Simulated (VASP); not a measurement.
# GaSb (F-43m) in VASP: notebook

GaSb is run at these levels: r2SCAN; tasks: single point, relaxation of cell and atoms.

Program: VASP 6.6.1. These are calculated values, not measurements. Logs are shortened: lines on timing, memory, paths and dates and some standing lists are left out, and cuts for length are marked.

## Step 1: The cell of the first run

Symmetry: F-43m, No. 216, cubic system. The conventional cell has a = 6.003 Å, b = 6.003 Å, c = 6.003 Å, α = 90.00°, β = 90.00°, γ = 90.00°. Ga (site symmetry -43m) has 4 Sb at 2.60 Å within 3.4 Å. Within 3.4 Å of Sb (site symmetry -43m) lie 4 Ga at 2.60 Å.

## Step 2: Single point, r2SCAN

POSCAR reads:

```
GaSb
1.0
    3.0013132358      3.0013132358      0.0000000000
   -3.0013132358      3.0013132358      0.0000000000
    0.0000000000      3.0013132358      3.0013132358
Ga Sb
1 1
Direct
    0.0000000000      0.0000000000      0.0000000000
    0.7500000000      0.2500000000      0.5000000000
```

INCAR.step1 reads:

```
PREC = Accurate
ENCUT = 520
ISMEAR = 0
SIGMA = 0.01
LREAL = F
LASPH = T
NELM = 60
NBANDS = 16
GGA = PE
ALGO = Normal
EDIFF = 1E-4
LWAVE = T
LCHARG = F
```

INCAR.step2 reads:

```
PREC = Accurate
ENCUT = 520
EDIFF = 1E-6
ISMEAR = 0
SIGMA = 0.01
LREAL = F
LASPH = T
NELM = 60
ALGO = Normal
ISIF = 2
LWAVE = F
LCHARG = F
METAGGA = R2SCAN
LMIXTAU = T
NBANDS = 16
ISTART = 1
```

KPOINTS reads:

```
Automatic mesh
0
Gamma
  6 6 6
```

Potentials or basis: VASP PAW PBE potentials, release 64 (Ga_d, Sb).

Run with:

```console
cat potpaw_PBE.64/Ga_d/POTCAR potpaw_PBE.64/Sb/POTCAR > POTCAR
cp INCAR.step1 INCAR
mpirun -np 1 vasp_std > vasp.out
cp INCAR.step2 INCAR
mpirun -np 1 vasp_std > vasp.out
```

OUTCAR:

```text
PREC = Accurate
   ENCUT = 520
   EDIFF = 1E-6
   ISMEAR = 0
   LREAL = F
   LASPH = T
   NELM = 60
   ISIF = 2
   METAGGA = R2SCAN
   ISTART = 1

 ion  position               nearest neighbor table
   1  0.000  0.000  0.000-   2 2.60   2 2.60   2 2.60   2 2.60
   2  0.750  0.250  0.500-   1 2.60   1 2.60   1 2.60   1 2.60

  LATTYP: Found a face centered cubic cell.
 ALAT       =     6.0026264716

  Lattice vectors:

 A1 = (   0.0000000000,   3.0013132358,   3.0013132358)
 A2 = (   3.0013132358,   0.0000000000,   3.0013132358)
 A3 = (   3.0013132358,   3.0013132358,   0.0000000000)

Analysis of symmetry for initial positions (statically):
=====================================================================
 Subroutine PRICEL returns:
 Original cell was already a primitive cell.

 Routine SETGRP: Setting up the symmetry group for a
 face centered cubic supercell.

 Subroutine GETGRP returns: Found 24 space group operations
 (whereof 24 operations were pure point group operations)
 out of a pool of 48 trial point group operations.

The static configuration has the point symmetry T_d .

Analysis of symmetry for dynamics (positions and initial velocities):
=====================================================================
 Subroutine PRICEL returns:
 Original cell was already a primitive cell.

 Routine SETGRP: Setting up the symmetry group for a
 face centered cubic supercell.

 Subroutine GETGRP returns: Found 24 space group operations
 (whereof 24 operations were pure point group operations)
 out of a pool of 48 trial point group operations.

The dynamic configuration has the point symmetry T_d .

 Subroutine INISYM returns: Found 24 space group operations
 (whereof 24 operations are pure point group operations),
 and found     1 'primitive' translations

----------------------------------------------------------------------------------------

                                     Primitive cell

  volume of cell :      54.0709

  direct lattice vectors                    reciprocal lattice vectors
     3.001313236  3.001313236  0.000000000     0.166593741  0.166593741 -0.166593741
    -3.001313236  3.001313236  0.000000000    -0.166593741  0.166593741 -0.166593741
     0.000000000  3.001313236  3.001313236     0.000000000  0.000000000  0.333187482

  length of vectors
     4.244497883  4.244497883  4.244497883     0.288548824  0.288548824  0.333187482

  position of ions in fractional coordinates (direct lattice)
     0.000000000  0.000000000  0.000000000
     0.750000000  0.250000000  0.500000000

  ion indices of the primitive-cell ions
   primitive index   ion index
                 1           1
                 2           2

----------------------------------------------------------------------------------------

 KPOINTS: Automatic mesh

Automatic generation of k-mesh.
 Grid dimensions read from file:
 generate k-points for:    6    6    6

 Generating k-lattice:

  Cartesian coordinates                     Fractional coordinates (reciprocal lattice)
     0.027765624  0.027765624 -0.027765624     0.166666667  0.000000000  0.000000000
    -0.027765624  0.027765624 -0.027765624     0.000000000  0.166666667  0.000000000
     0.000000000  0.000000000  0.055531247     0.000000000  0.000000000  0.166666667

  Length of vectors
     0.048091471  0.048091471  0.055531247

  Shift w.r.t. Gamma in fractional coordinates (k-lattice)
     0.000000000  0.000000000  0.000000000

 Subroutine IBZKPT returns following result:
 ===========================================

 Found     16 irreducible k-points:

 Following reciprocal coordinates:
            Coordinates               Weight
  0.000000  0.000000  0.000000      1.000000
  0.166667  0.000000  0.000000      8.000000
  0.333333  0.000000  0.000000      8.000000
  0.500000  0.000000  0.000000      4.000000
  0.166667  0.166667  0.000000     12.000000
  0.333333  0.166667  0.000000     24.000000
[... 8 lines left out ...]
  0.500000  0.333333  0.166667     24.000000
  0.500000  0.500000  0.166667     12.000000
   k-points           NKPTS =     16   k-points in BZ     NKDIM =     16   number of bands    NBANDS=     16
   number of dos      NEDOS =    301   number of ions     NIONS =      2
   total plane-waves  NPLWV =  32768
   dimension x,y,z NGX =    32 NGY =   32 NGZ =   32
   dimension x,y,z NGXF=    64 NGYF=   64 NGZF=   64
   ions per type =               1   1
   NGX,Y,Z   is equivalent  to a cutoff of  12.53, 12.53, 12.53 a.u.
   NGXF,Y,Z  is equivalent  to a cutoff of  25.07, 25.07, 25.07 a.u.
 SYSTEM =  unknown system
   PREC   = accura    normal or accurate (medium, high low for compatibility)
   ISTART =      1    job   : 0-new  1-cont  2-samecut
   ICHARG =      0    charge: 1-file 2-atom 10-const
   ISPIN  =      1    spin polarized calculation?
   LNONCOLLINEAR =      F non collinear calculations
   LSORBIT =      F    spin-orbit coupling
   LASPH  =      T    aspherical Exc in radial PAW
   ENCUT  =  520.0 eV  38.22 Ry    6.18 a.u.   7.89  7.89  7.89*2*pi/ulx,y,z
   NELM   =     60;   NELMIN=  2; NELMDL=  0     # of ELM steps
   EDIFF  = 0.1E-05   stopping-criterion for ELM
   LREAL  =      F    real-space projection
   EDIFFG = 0.1E-04   stopping-criterion for IOM
   NSW    =      0    number of steps for IOM
   IBRION =     -1    ionic relax: 0-MD 1-quasi-New 2-CG
   NFREE  =      0    steps in history (QN), initial steepest desc. (CG)
   ISIF   =      2    stress and relaxation
   ISYM   =      2    0-nonsym 1-usesym 2-fastsym
   POTIM  = 0.5000    time-step for ionic-motion
   TEBEG  =    0.0;   TEEND  =   0.0 temperature during run
   PSTRESS=    0.0 pullay stress
   NELECT =      18.0000    total number of electrons
   NUPDOWN=      -1.0000    fix difference up-down
   EMIN   =  10.00;   EMAX   =-10.00  energy-range for DOS
   EFERMI =   0.00;   METHOD = LEGACY
   ISMEAR =     0;   SIGMA  =   0.01  broadening in eV -4-tet -1-fermi 0-gaus
   EFERMI_NEDOS =   21; number of points for ismear=-14 and -15
   IALGO  =     38    algorithm
   IMIX   =      4    mixing-type and parameters
     AMIX     =   0.40;   BMIX     =  1.00
     AMIX_MAG =   1.60;   BMIX_MAG =  1.00
  volume/ion in A,a.u.               =      27.04       182.44
  Fermi-wavevector in a.u.,A,eV,Ry     =   1.134604  2.144091 17.515139  1.287326
  Thomas-Fermi vector in A             =   2.271308
   LORBIT       =      0    0 simple, 1 ext, 2 COOP (PROOUT), +10 PAW based schemes
   METAGGA = R2SCAN    functional components
   LHFCALC =     F    Hartree Fock is set to
   AEXX    =    0.0000 exact exchange contribution
   IVDW    =     0    specifies the selected vdW correction
   LEPSILON=     F    determine dielectric tensor
   LRPA    =     F    only Hartree local field effects (RPA)
 non-spin polarized calculation
 Gauss-broadening in eV      SIGMA  =   0.01
  energy-cutoff  :      520.00
  volume of cell :       54.07
 maximum number of plane-waves:      1470
   NGX = 15   NGY = 15   NGZ = 15

 number of electron      18.0000005 magnetization

 Free energy of the ion-electron system (eV)
  ---------------------------------------------------
  ext. energy  EPLUGINS =         0.00000000
  ---------------------------------------------------
  free energy    TOTEN  =       -37.53531291 eV

  energy without entropy =      -37.53531291  energy(sigma->0) =      -37.53531291

 E-fermi :   5.4330     XC(G=0):  -9.9861

 val. band max:        5.3021768646   @ k =   0.0000   0.0000   0.0000
 cond. band min:       6.1207747145   @ k =   0.5000   0.0000   0.0000
 fundamental gap:      0.8185978499
 Fermi energy:         5.4330494480

 k-point     1 :       0.0000    0.0000    0.0000
  band No.  band energies     occupation
      1     -10.3257      2.00000
      2     -10.3257      2.00000
      3     -10.3257      2.00000
      4     -10.2591      2.00000
      5     -10.2590      2.00000
      6      -7.0594      2.00000
[... 8 lines left out ...]
     15      14.4182      0.00000
     16      14.4182      0.00000

 k-point     2 :       0.1667    0.0000    0.0000
  band No.  band energies     occupation
      1     -10.3356      2.00000
      2     -10.3216      2.00000
      3     -10.3216      2.00000
      4     -10.2595      2.00000
      5     -10.2595      2.00000
      6      -6.7400      2.00000
[... 8 lines left out ...]
     15      13.3744      0.00000
     16      13.3744      0.00000

 k-point     3 :       0.3333    0.0000    0.0000
  band No.  band energies     occupation
      1     -10.3545      2.00000
      2     -10.3144      2.00000
      3     -10.3144      2.00000
      4     -10.2594      2.00000
      5     -10.2594      2.00000
      6      -5.8798      2.00000
[... 8 lines left out ...]
     15      13.9666      0.00000
     16      13.9666      0.00000

 k-point     4 :       0.5000    0.0000    0.0000
  band No.  band energies     occupation
      1     -10.3636      2.00000
      2     -10.3113      2.00000
      3     -10.3113      2.00000
      4     -10.2588      2.00000
      5     -10.2588      2.00000
      6      -5.1809      2.00000
[... 8 lines left out ...]
     15      16.0038      0.00000
     16      16.0038      0.00000
[... 172 lines left out ...]
 k-point    14 :       0.3333    0.3333    0.1667
  band No.  band energies     occupation
      1     -10.3694      2.00000
      2     -10.3060      2.00000
      3     -10.3025      2.00000
      4     -10.2665      2.00000
      5     -10.2573      2.00000
      6      -5.1385      2.00000
[... 8 lines left out ...]
     15      15.1118      0.00000
     16      17.2557      0.00000

 k-point    15 :       0.5000    0.3333    0.1667
  band No.  band energies     occupation
      1     -10.3736      2.00000
      2     -10.3049      2.00000
      3     -10.2992      2.00000
      4     -10.2654      2.00000
      5     -10.2590      2.00000
      6      -4.5016      2.00000
[... 8 lines left out ...]
     15      16.6457      0.00000
     16      16.8625      0.00000

 k-point    16 :       0.5000    0.5000    0.1667
  band No.  band energies     occupation
      1     -10.3794      2.00000
      2     -10.3001      2.00000
      3     -10.2948      2.00000
      4     -10.2699      2.00000
      5     -10.2570      2.00000
      6      -4.1564      2.00000
[... 8 lines left out ...]
     15      16.2852      0.00000
     16      17.6006      0.00000

------------------------ aborting loop because EDIFF is reached ----------------------------------------

  FORCE on cell =-STRESS in cart. coord.  units (eV):
  Direction    XX          YY          ZZ          XY          YZ          ZX
  --------------------------------------------------------------------------------------
  -------------------------------------------------------------------------------------
  Total        1.3819976      1.3819976      1.3819976      0.0000000      0.0000000      0.0000000
  in kB       40.9500005     40.9500005     40.9500005      0.0000000      0.0000000      0.0000000
  external PRESSURE =      40.9500005 kB  Pullay stress =       0.0000000 kB

 VOLUME and BASIS-vectors are now :
 -----------------------------------------------------------------------------
  energy-cutoff  :      520.00
  volume of cell :       54.07
      direct lattice vectors                 reciprocal lattice vectors
     3.001313236  3.001313236  0.000000000     0.166593741  0.166593741 -0.166593741
    -3.001313236  3.001313236  0.000000000    -0.166593741  0.166593741 -0.166593741
     0.000000000  3.001313236  3.001313236     0.000000000  0.000000000  0.333187482

 POSITION                                       TOTAL-FORCE (eV/Angst)
 -----------------------------------------------------------------------------------
      0.00000      0.00000      0.00000        -0.000000      0.000000      0.000000
      1.50066      4.50197      1.50066         0.000000     -0.000000      0.000000
 -----------------------------------------------------------------------------------
    total drift:                               -0.000020     -0.000000      0.000000

  FREE ENERGIE OF THE ION-ELECTRON SYSTEM (eV)
  ---------------------------------------------------
  free  energy   TOTEN  =       -37.5353129076 eV

  energy  without entropy=      -37.5353129076  energy(sigma->0) =      -37.53531291
```

It took 30 s on 1 thread of AMD EPYC 9R45 (Zen 5), shared host; peak memory 0.15 GiB.

Results:

```yaml
Free_energy: -37.5353 eV
Pressure: 4.1 GPa
Band_gap_on_the_k_mesh: 0.82 eV, indirect (least direct gap 0.89 eV)
```

Caveat: the PAW data sets were made with another functional, which shifts forces and pressure a little; spin-orbit coupling is left out, which moves the levels of the heavy elements.

[end of part 1 of 2]
